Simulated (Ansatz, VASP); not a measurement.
**One calculation of GaSb, two programs**

Contents of INCAR:

```
PREC = Accurate
ENCUT = 520
EDIFF = 1E-8
ISMEAR = -1
SIGMA = 0.08
LREAL = F
LASPH = T
NELM = 150
ALGO = Normal
ISIF = 2
LWAVE = F
LCHARG = F
LNONCOLLINEAR = T
MAGMOM = 0 0 0 0 0 0
LORBIT = 11
LSORBIT = T
GGA_COMPAT = F
LORBMOM = T
GGA = PE
LEFG = T
NBANDS = 30
```

KPOINTS

```
regular mesh
0
Gamma
  9 9 9
```

Contents of POSCAR:

```
GaSb
1.0
    0.0000000000      3.1080583506      3.1080583506
    3.1080583506      0.0000000000      3.1080583506
    3.1080583506      3.1080583506      0.0000000000
Ga Sb
1 1
Direct
    0.0000000000      0.0000000000      0.0000000000
    0.2500000000      0.2500000000      0.2500000000
```

Input for Ansatz:

```yaml
crystal:
  lattice:
    - [0.0, 3.1080583506, 3.1080583506]
    - [3.1080583506, 0.0, 3.1080583506]
    - [3.1080583506, 3.1080583506, 0.0]
  atoms:
    - { symbol: Ga, position: [0.0, 0.0, 0.0] }
    - { symbol: Sb, position: [0.25, 0.25, 0.25] }
kpoints:
  mp_grid: { grid: [9, 9, 9] }
  band_path:
    path:
      - [0.0, 0.0, 0.0]
      - [-0.5, -0.5, 0.0]
      - [-0.375, -0.375, 0.25]
      - [-0.375, 0.0, 0.375]
      - [0.0, 0.0, 0.0]
      - [0.0, 0.0, 0.5]
      - [-0.5, -0.25, 0.25]
      - [-0.5, -0.5, 0.0]
    npoints: 5
scf:
  occupations: { method: fermi_dirac, width: 0.08 }
hamiltonian:
  xc: pbe
  pseudopotentials: { kind: paw_fr }
output:
  forces: true
  stress: true
  eigenvalues: true
  efg: { contact_densities: true }
magnetization:
  noncollinear: true
  spin_orbit: true
```

Alike in both runs: task electric field gradients; functional PBE; k mesh 9 × 9 × 9; occupations fermi-dirac, width 0.08 eV; non-collinear spin, spin-orbit coupling.

|  | VASP | Ansatz |
| --- | --- | --- |
| version | VASP 6.6.1 | Ansatz 0.2.0 |
| potentials or method | VASP PAW PBE potentials, release 64 (Ga_d, Sb) | PAW with Ansatz's default frozen-core files, fully relativistic files with spin-orbit coupling |
| plane-wave cutoff (eV) | 520 | 420 |
| valence electrons in the cell | 18 | 28 |

|  | VASP | Ansatz | Ansatz less VASP |
| --- | --- | --- | --- |
| pressure (GPa) | 0.1 | 0.0 | -0.09 |
| net moment per atom (μB) | 0.00 | 0.00 | 0.000 |

The functional is the same, so the differences come from potentials, cutoffs and numerics. VASP's potentials hold 18 valence electrons a cell and Ansatz's 28, so a difference there can come from the potentials and not from the codes.
